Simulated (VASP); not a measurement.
# CuO (F-43m) in VASP: notebook

CuO is run at these levels: PBE, PBE+U, PBEsol+U, BLYP; tasks: single point.

All numbers are computed with VASP 6.6.1; they aren't measurements. Logs are shortened: lines on timing, memory, paths and dates and some standing lists are left out, and cuts for length are marked.

### 1 The cell of the first run

The structure is cubic, space group F-43m (No. 216). Conventional cell: a = 4.655 Å, b = 4.655 Å, c = 4.655 Å, α = 90.00°, β = 90.00°, γ = 90.00°. Within 2.7 Å of Cu (site symmetry -43m) lie 4 O at 2.02 Å. O (site symmetry -43m) has 4 Cu at 2.02 Å within 2.7 Å.

### 2 Single point, PBE

INCAR

```
  ALGO = Normal
  EDIFF = 1E-6
  ENCUT = 520
  GGA = PE
  ISIF = 2
  ISMEAR = -1
  LASPH = True
  LCHARG = False
  LREAL = False
  LWAVE = False
  NBANDS = 16
  NELM = 80
  PREC = Accurate
  SIGMA = 0.03
```

KPOINTS

```
k-points
0
Gamma
  6 6 6
```

POSCAR

```
CuO
1.0
    0.0000000000      2.3272527300      2.3272527300
    2.3272527300      0.0000000000      2.3272527300
    2.3272527300      2.3272527300      0.0000000000
Cu O
1 1
Direct
    0.0000000000      0.0000000000      0.0000000000
    0.2500000000      0.2500000000      0.2500000000
```

Potentials or basis: VASP PAW PBE potentials, release 64 (Cu, O).

Command:

```console
cat potpaw_PBE.64/Cu/POTCAR potpaw_PBE.64/O/POTCAR > POTCAR
mpirun -np 1 vasp_std > vasp.out
```

OUTCAR:

```text
EDIFF = 1E-6
   ENCUT = 520
   GGA = PE
   ISIF = 2
   ISMEAR = -1
   LASPH = True
   LREAL = False
   NELM = 80
   PREC = Accurate

 ion  position               nearest neighbor table
   1  0.000  0.000  0.000-   2 2.02   2 2.02   2 2.02   2 2.02
   2  0.250  0.250  0.250-   1 2.02   1 2.02   1 2.02   1 2.02

  LATTYP: Found a face centered cubic cell.
 ALAT       =     4.6545054600

  Lattice vectors:

 A1 = (   0.0000000000,   2.3272527300,   2.3272527300)
 A2 = (   2.3272527300,   0.0000000000,   2.3272527300)
 A3 = (   2.3272527300,   2.3272527300,   0.0000000000)

Analysis of symmetry for initial positions (statically):
=====================================================================
 Subroutine PRICEL returns:
 Original cell was already a primitive cell.

 Routine SETGRP: Setting up the symmetry group for a
 face centered cubic supercell.

 Subroutine GETGRP returns: Found 24 space group operations
 (whereof 24 operations were pure point group operations)
 out of a pool of 48 trial point group operations.

The static configuration has the point symmetry T_d .

Analysis of symmetry for dynamics (positions and initial velocities):
=====================================================================
 Subroutine PRICEL returns:
 Original cell was already a primitive cell.

 Routine SETGRP: Setting up the symmetry group for a
 face centered cubic supercell.

 Subroutine GETGRP returns: Found 24 space group operations
 (whereof 24 operations were pure point group operations)
 out of a pool of 48 trial point group operations.

The dynamic configuration has the point symmetry T_d .

 Subroutine INISYM returns: Found 24 space group operations
 (whereof 24 operations are pure point group operations),
 and found     1 'primitive' translations

----------------------------------------------------------------------------------------

                                     Primitive cell

  volume of cell :      25.2093

  direct lattice vectors                    reciprocal lattice vectors
     0.000000000  2.327252730  2.327252730    -0.214845596  0.214845596  0.214845596
     2.327252730  0.000000000  2.327252730     0.214845596 -0.214845596  0.214845596
     2.327252730  2.327252730  0.000000000     0.214845596  0.214845596 -0.214845596

  length of vectors
     3.291232374  3.291232374  3.291232374     0.372123488  0.372123488  0.372123488

  position of ions in fractional coordinates (direct lattice)
     0.000000000  0.000000000  0.000000000
     0.250000000  0.250000000  0.250000000

  ion indices of the primitive-cell ions
   primitive index   ion index
                 1           1
                 2           2

----------------------------------------------------------------------------------------

 KPOINTS: k-points

Automatic generation of k-mesh.
 Grid dimensions read from file:
 generate k-points for:    6    6    6

 Generating k-lattice:

  Cartesian coordinates                     Fractional coordinates (reciprocal lattice)
    -0.035807599  0.035807599  0.035807599     0.166666667  0.000000000  0.000000000
     0.035807599 -0.035807599  0.035807599     0.000000000  0.166666667  0.000000000
     0.035807599  0.035807599 -0.035807599     0.000000000  0.000000000  0.166666667

  Length of vectors
     0.062020581  0.062020581  0.062020581

  Shift w.r.t. Gamma in fractional coordinates (k-lattice)
     0.000000000  0.000000000  0.000000000

 Subroutine IBZKPT returns following result:
 ===========================================

 Found     16 irreducible k-points:

 Following reciprocal coordinates:
            Coordinates               Weight
  0.000000  0.000000  0.000000      1.000000
  0.166667  0.000000  0.000000      8.000000
  0.333333  0.000000  0.000000      8.000000
  0.500000  0.000000  0.000000      4.000000
  0.166667  0.166667  0.000000      6.000000
  0.333333  0.166667  0.000000     24.000000
[... 8 lines left out ...]
 -0.333333  0.333333  0.166667     24.000000
 -0.333333  0.500000  0.166667     12.000000
   k-points           NKPTS =     16   k-points in BZ     NKDIM =     16   number of bands    NBANDS=     16
   number of dos      NEDOS =    301   number of ions     NIONS =      2
   total plane-waves  NPLWV =  13824
   dimension x,y,z NGX =    24 NGY =   24 NGZ =   24
   dimension x,y,z NGXF=    48 NGYF=   48 NGZF=   48
   ions per type =               1   1
   NGX,Y,Z   is equivalent  to a cutoff of  12.12, 12.12, 12.12 a.u.
   NGXF,Y,Z  is equivalent  to a cutoff of  24.25, 24.25, 24.25 a.u.
 SYSTEM =  unknown system
   PREC   = accura    normal or accurate (medium, high low for compatibility)
   ISTART =      0    job   : 0-new  1-cont  2-samecut
   ICHARG =      2    charge: 1-file 2-atom 10-const
   ISPIN  =      1    spin polarized calculation?
   LNONCOLLINEAR =      F non collinear calculations
   LSORBIT =      F    spin-orbit coupling
   LASPH  =      T    aspherical Exc in radial PAW
   ENCUT  =  520.0 eV  38.22 Ry    6.18 a.u.   6.12  6.12  6.12*2*pi/ulx,y,z
   NELM   =     80;   NELMIN=  2; NELMDL= -5     # of ELM steps
   EDIFF  = 0.1E-05   stopping-criterion for ELM
   LREAL  =      F    real-space projection
   EDIFFG = 0.1E-04   stopping-criterion for IOM
   NSW    =      0    number of steps for IOM
   IBRION =     -1    ionic relax: 0-MD 1-quasi-New 2-CG
   NFREE  =      0    steps in history (QN), initial steepest desc. (CG)
   ISIF   =      2    stress and relaxation
   ISYM   =      2    0-nonsym 1-usesym 2-fastsym
   POTIM  = 0.5000    time-step for ionic-motion
   TEBEG  =    0.0;   TEEND  =   0.0 temperature during run
   PSTRESS=    0.0 pullay stress
   NELECT =      17.0000    total number of electrons
   NUPDOWN=      -1.0000    fix difference up-down
   EMIN   =  10.00;   EMAX   =-10.00  energy-range for DOS
   EFERMI =   0.00;   METHOD = LEGACY
   ISMEAR =    -1;   SIGMA  =   0.03  broadening in eV -4-tet -1-fermi 0-gaus
   EFERMI_NEDOS =   21; number of points for ismear=-14 and -15
   IALGO  =     38    algorithm
   IMIX   =      4    mixing-type and parameters
     AMIX     =   0.40;   BMIX     =  1.00
     AMIX_MAG =   1.60;   BMIX_MAG =  1.00
  volume/ion in A,a.u.               =      12.60        85.06
  Fermi-wavevector in a.u.,A,eV,Ry     =   1.435614  2.712916 28.041426  2.060987
  Thomas-Fermi vector in A             =   2.554893
   LORBIT       =      0    0 simple, 1 ext, 2 COOP (PROOUT), +10 PAW based schemes
   GGA     = PE    functional components
   LHFCALC =     F    Hartree Fock is set to
   AEXX    =    0.0000 exact exchange contribution
   IVDW    =     0    specifies the selected vdW correction
   LEPSILON=     F    determine dielectric tensor
   LRPA    =     F    only Hartree local field effects (RPA)
 non-spin polarized calculation
  energy-cutoff  :      520.00
  volume of cell :       25.21
 maximum number of plane-waves:       700
   NGX = 13   NGY = 13   NGZ = 13

 number of electron      16.9999985 magnetization

 Free energy of the ion-electron system (eV)
  ---------------------------------------------------
  ext. energy  EPLUGINS =         0.00000000
  ---------------------------------------------------
  free energy    TOTEN  =        -9.49100374 eV

  energy without entropy =       -9.47923308  energy(sigma->0) =       -9.48511841

 E-fermi :   3.0593     XC(G=0): -10.5773

 val. band max:        3.0549400439   @ k =   0.5000   0.0000   0.0000
 cond. band min:       3.0939673720   @ k =   0.3333   0.1667   0.0000
 fundamental gap:      0.0390273281
 Fermi energy:         3.0592982750

 k-point     1 :       0.0000    0.0000    0.0000
  band No.  band energies     occupation
      1     -15.2034      2.00000
      2      -1.2944      2.00000
      3      -1.2944      2.00000
      4      -1.2944      2.00000
      5       1.2234      2.00000
      6       1.2234      2.00000
[... 8 lines left out ...]
     15      23.4501      0.00000
     16      23.4501      0.00000

 k-point     2 :       0.1667    0.0000    0.0000
  band No.  band energies     occupation
      1     -15.0739      2.00000
      2      -1.6449      2.00000
      3      -1.2239      2.00000
      4      -1.2239      2.00000
      5       1.2076      2.00000
      6       1.2076      2.00000
[... 8 lines left out ...]
     15      22.2354      0.00000
     16      22.2354      0.00000

 k-point     3 :       0.3333    0.0000    0.0000
  band No.  band energies     occupation
      1     -14.8039      2.00000
      2      -2.1223      2.00000
      3      -1.0976      2.00000
      4      -1.0976      2.00000
      5       1.2464      2.00000
      6       1.2464      2.00000
[... 8 lines left out ...]
     15      22.6520      0.00000
     16      22.6520      0.00000

 k-point     4 :       0.5000    0.0000    0.0000
  band No.  band energies     occupation
      1     -14.6640      2.00000
      2      -2.2767      2.00000
      3      -1.0451      2.00000
      4      -1.0451      2.00000
      5       1.3194      2.00000
      6       1.3194      2.00000
[... 8 lines left out ...]
     15      23.7331      0.00000
     16      23.7331      0.00000
[... 172 lines left out ...]
 k-point    14 :       0.5000    0.3333    0.1667
  band No.  band energies     occupation
      1     -14.6314      2.00000
      2      -2.0283      2.00000
      3      -1.1746      2.00000
      4      -0.8801      2.00000
      5       1.1087      2.00000
      6       1.3188      2.00000
[... 8 lines left out ...]
     15      24.2941      0.00000
     16      26.3616      0.00000

 k-point    15 :      -0.3333    0.3333    0.1667
  band No.  band energies     occupation
      1     -14.5411      2.00000
      2      -1.7504      2.00000
      3      -1.4060      2.00000
      4      -0.7886      2.00000
      5       1.0360      2.00000
      6       1.2850      2.00000
[... 8 lines left out ...]
     15      23.3910      0.00000
     16      27.3142      0.00000

 k-point    16 :      -0.3333    0.5000    0.1667
  band No.  band energies     occupation
      1     -14.4999      2.00000
      2      -1.9908      2.00000
      3      -1.0749      2.00000
      4      -0.6470      2.00000
      5       1.0865      2.00000
      6       1.2308      2.00000
[... 8 lines left out ...]
     15      25.5142      0.00000
     16      25.9087      0.00000

------------------------ aborting loop because EDIFF is reached ----------------------------------------

  FORCE on cell =-STRESS in cart. coord.  units (eV):
  Direction    XX          YY          ZZ          XY          YZ          ZX
  --------------------------------------------------------------------------------------
  -------------------------------------------------------------------------------------
  Total       -1.4281428     -1.4281428     -1.4281428      0.0000000     -0.0000000      0.0000000
  in kB      -90.7656600    -90.7656600    -90.7656600      0.0000000     -0.0000000      0.0000000
  external PRESSURE =     -90.7656600 kB  Pullay stress =       0.0000000 kB

 VOLUME and BASIS-vectors are now :
 -----------------------------------------------------------------------------
  energy-cutoff  :      520.00
  volume of cell :       25.21
      direct lattice vectors                 reciprocal lattice vectors
     0.000000000  2.327252730  2.327252730    -0.214845596  0.214845596  0.214845596
     2.327252730  0.000000000  2.327252730     0.214845596 -0.214845596  0.214845596
     2.327252730  2.327252730  0.000000000     0.214845596  0.214845596 -0.214845596

 POSITION                                       TOTAL-FORCE (eV/Angst)
 -----------------------------------------------------------------------------------
      0.00000      0.00000      0.00000        -0.000000     -0.000000     -0.000000
      1.16363      1.16363      1.16363         0.000000      0.000000      0.000000
 -----------------------------------------------------------------------------------
    total drift:                               -0.000000     -0.000000     -0.000001

  FREE ENERGIE OF THE ION-ELECTRON SYSTEM (eV)
  ---------------------------------------------------
  free  energy   TOTEN  =        -9.4910037413 eV

  energy  without entropy=       -9.4792330838  energy(sigma->0) =       -9.48511841
```

Run time: 7.9 s. Hardware: 1 thread of Intel Xeon 8259CL, shared host; peak memory 0.13 GiB.

Results:

- Free energy: -9.4910 eV
- Pressure: -9.1 GPa

Caveat: the k points lie up to 0.39 Å⁻¹ apart; an odd number of electrons without spin polarisation forces a metal; a magnetic or distorted state may lie lower; semilocal functionals often make such compounds metallic where correlation or magnetic order opens a gap, which also shifts bond lengths. With open d or f shells a metallic result of PBE can be an artefact of self-interaction; +U or a hybrid may open a gap.

### 3 Single point, PBE+U

This run uses another cell than the first one, of 11.79 Å³/atom, 0.935 times its volume.

INCAR

```
ALGO = Normal ; EDIFF = 1E-6
ENCUT = 700 ; GGA = PE
GGA_COMPAT = F ; ISIF = 2
ISMEAR = -1 ; LASPH = T
LCHARG = F ; LDAU = T
LDAUJ = 0 0 ; LDAUL = 2 -1
LDAUPRINT = 1 ; LDAUTYPE = 2
LDAUU = 4.5 0 ; LMAXMIX = 4
LREAL = F ; LWAVE = F
NBANDS = 20 ; NELM = 200
PREC = Accurate ; SIGMA = 0.05
```

KPOINTS

```
k-points
0
Gamma
  10 10 10
```

POSCAR

```
CuO
1.0
    0.0000000000      2.2757635704      2.2757635704
    2.2757635704      0.0000000000      2.2757635704
    2.2757635704      2.2757635704      0.0000000000
Cu O
1 1
Direct
    0.0000000000      0.0000000000      0.0000000000
    0.2500000000      0.2500000000      0.2500000000
```

Potentials or basis: VASP PAW PBE potentials, release 64 (Cu_sv_GW, O).

Command:

```console
cat potpaw_PBE.64/Cu_sv_GW/POTCAR potpaw_PBE.64/O/POTCAR > POTCAR
mpirun -np 1 vasp_std > vasp.out
```

Wall time 18 s (1 thread of Intel Xeon 6975P-C (Granite Rapids), shared host); peak memory 0.19 GiB.

Results (log left out):

```
Free energy : -7.5190 eV
Pressure    : -4.5 GPa
```

Levels at points of the mesh, in eV from the Fermi level:
```csv
k point,band 11,band 12,band 13,band 14,band 15,band 16
"(0.00, 0.00, 0.00)",0.83,0.83,0.83,1.47,14.84,14.84
"(0.50, 0.00, 0.00)",-1.99,0.01,0.01,6.62,8.26,14.37
"(0.50, 0.50, 0.00)",-1.69,-1.18,-1.18,6.28,10.35,11.85
```

Eigenvalues of the final occupation matrices:
```
    site  spin  trace               eigenvalues
site 1 d     1   4.50  0.87 0.87 0.87 0.94 0.94
site 1 d     2   4.50  0.87 0.87 0.87 0.94 0.94
```

Caveat: an odd number of electrons without spin polarisation forces a metal; a magnetic or distorted state may lie lower; U without spin polarisation on a metal has little footing.

### 4 Single point, PBEsol+U

INCAR

```
SYSTEM = CuO
  PREC = Accurate
  ENCUT = 700
  EDIFF = 1E-6
  ISMEAR = -1
  SIGMA = 0.05
  LREAL = .False.
  LASPH = .True.
  NELM = 200
  ALGO = Normal
  ISIF = 2
  LWAVE = .False.
  LCHARG = .True.
  LMAXMIX = 4
  LDAU = .True.
  LDAUTYPE = 2
  LDAUL = 2 -1
  LDAUU = 4.5 0
  LDAUJ = 0 0
  LDAUPRINT = 1
  GGA = PS
  LELF = .True.
  LVHAR = .True.
  NBANDS = 20
  GGA_COMPAT = .False.
```

KPOINTS

```
Automatic mesh
0
Gamma
  10 10 10
  0 0 0
```

POSCAR

```
CuO
1.0
    0.0000000000      2.3272527300      2.3272527300
    2.3272527300      0.0000000000      2.3272527300
    2.3272527300      2.3272527300      0.0000000000
Cu O
1 1
Direct
    0.0000000000      0.0000000000      0.0000000000
    0.2500000000      0.2500000000      0.2500000000
```

Command:

```console
cat potpaw_PBE.64/Cu_sv_GW/POTCAR potpaw_PBE.64/O/POTCAR > POTCAR
mpirun -np 1 vasp_std > vasp.out
```

Wall time 23 s (1 thread of Intel Xeon 6975P-C (Granite Rapids), shared host); peak memory 0.19 GiB.

It converged, with:

| Quantity | Value |
| --- | --- |
| Free energy | -8.2113 eV |
| Pressure | -16.5 GPa |

Levels at points of the mesh, in eV from the Fermi level:
| k point | band 9 | band 10 | band 11 | band 12 | band 13 | band 14 | band 15 | band 16 | band 17 | band 18 |
| --- | --- | --- | --- | --- | --- | --- | --- | --- | --- | --- |
| (0.00, 0.00, 0.00) | -2.34 | -2.34 | 0.77 | 0.77 | 0.77 | 1.28 | 14.30 | 14.30 | 14.30 | 20.50 |
| (0.50, 0.00, 0.00) | -2.20 | -2.20 | -1.88 | 0.01 | 0.01 | 6.24 | 7.92 | 13.88 | 13.88 | 17.58 |
| (0.50, 0.50, 0.00) | -2.23 | -2.16 | -1.59 | -1.09 | -1.09 | 6.08 | 9.70 | 11.48 | 14.50 | 14.50 |

Eigenvalues of the final occupation matrices:
| site | spin | trace | eigenvalues |
| --- | --- | --- | --- |
| site 1 d | 1 | 4.49 | 0.87 0.87 0.87 0.94 0.94 |
| site 1 d | 2 | 4.49 | 0.87 0.87 0.87 0.94 0.94 |

Caveat: the PAW data sets were made with another functional, which shifts forces and pressure a little; an odd number of electrons without spin polarisation forces a metal; a magnetic or distorted state may lie lower; U without spin polarisation on a metal has little footing.

### 5 Single point, BLYP

This run uses another cell than the first one, of 11.85 Å³/atom, 0.940 times its volume.

INCAR

```
PREC = Accurate ; ENCUT = 700
EDIFF = 1E-6 ; ISMEAR = -1
SIGMA = 0.05 ; LREAL = False
LASPH = True ; NELM = 120
ALGO = Normal ; ISIF = 2
LWAVE = False ; LCHARG = False
GGA = B5 ; ALDAX = 1.0
AGGAX = 1.0 ; AGGAC = 1.0
ALDAC = 0.0 ; NBANDS = 20
GGA_COMPAT = False
```

KPOINTS

```
regular mesh
0
Gamma
  10 10 10
```

POSCAR

```
CuO
1.0
    0.0000000000      2.2797444458      2.2797444458
    2.2797444458      0.0000000000      2.2797444458
    2.2797444458      2.2797444458      0.0000000000
Cu O
1 1
Direct
    0.0000000000      0.0000000000      0.0000000000
    0.2500000000      0.2500000000      0.2500000000
```

Command:

```console
cat potpaw_PBE.64/Cu_sv_GW/POTCAR potpaw_PBE.64/O/POTCAR > POTCAR
mpirun -np 1 vasp_std > vasp.out
```

It used 81 s of CPU time on 1 thread of AMD EPYC 7R13 Processor (Zen 3), on a shared host.

The run converged. Its results:

```yaml
Free_energy: -8.9403 eV
Pressure: -0.3 GPa
```

Levels at points of the mesh, in eV from the Fermi level:
| k point | band 11 | band 12 | band 13 | band 14 | band 15 | band 16 |
| --- | --- | --- | --- | --- | --- | --- |
| (0.00, 0.00, 0.00) | 0.78 | 0.78 | 0.78 | 1.11 | 14.24 | 14.24 |
| (0.50, 0.00, 0.00) | -1.76 | -0.02 | -0.02 | 6.13 | 8.00 | 13.91 |
| (0.50, 0.50, 0.00) | -1.38 | -1.10 | -1.10 | 6.07 | 9.65 | 11.80 |

Caveat: the PAW data sets were made with another functional, which shifts forces and pressure a little; an odd number of electrons without spin polarisation forces a metal; a magnetic or distorted state may lie lower; semilocal functionals often make such compounds metallic where correlation or magnetic order opens a gap, which also shifts bond lengths. With open d or f shells a metallic result of BLYP can be an artefact of self-interaction; +U or a hybrid may open a gap.

### 6 The runs side by side

| level | potentials or basis | U | cell | k mesh | cutoff (eV) | smearing | second run | gap on the mesh (eV) | pressure (GPa) |
| --- | --- | --- | --- | --- | --- | --- | --- | --- | --- |
| PBE | VASP PAW PBE potentials, release 64 (Cu, O) | - | a = 3.291 Å, angles 60.0°, 2 atoms | 6 × 6 × 6 | 520 | fermi-dirac 0.03 eV | - | none | -9.1 |
| PBE+U | VASP PAW PBE potentials, release 64 (Cu_sv_GW, O) | Cu d U = 4.5 eV | a = 3.218 Å, angles 60.0°, 2 atoms | 10 × 10 × 10 | 700 | fermi-dirac 0.05 eV | valence_matched | none | -4.5 |
| PBEsol+U | VASP PAW PBE potentials, release 64 (Cu_sv_GW, O) | Cu d U = 4.5 eV | a = 3.291 Å, angles 60.0°, 2 atoms | 10 × 10 × 10 | 700 | fermi-dirac 0.05 eV | valence_matched | none | -16.5 |
| BLYP | VASP PAW PBE potentials, release 64 (Cu_sv_GW, O) | - | a = 3.224 Å, angles 60.0°, 2 atoms | 10 × 10 × 10 | 700 | fermi-dirac 0.05 eV | valence_matched | none | -0.3 |

Alike in all rows: task single point; no spin polarisation.

Caveats: some runs use coarse meshes; an odd number of electrons without spin polarisation forces a metal; a magnetic or distorted state may lie lower; semilocal functionals often make such compounds metallic where correlation or magnetic order opens a gap, which also shifts bond lengths (some runs); U without spin polarisation on a metal has little footing (some runs); the PAW data sets were made with another functional, which shifts forces and pressure a little (some runs).

Absolute energies hang on the potentials; compare differences alone.
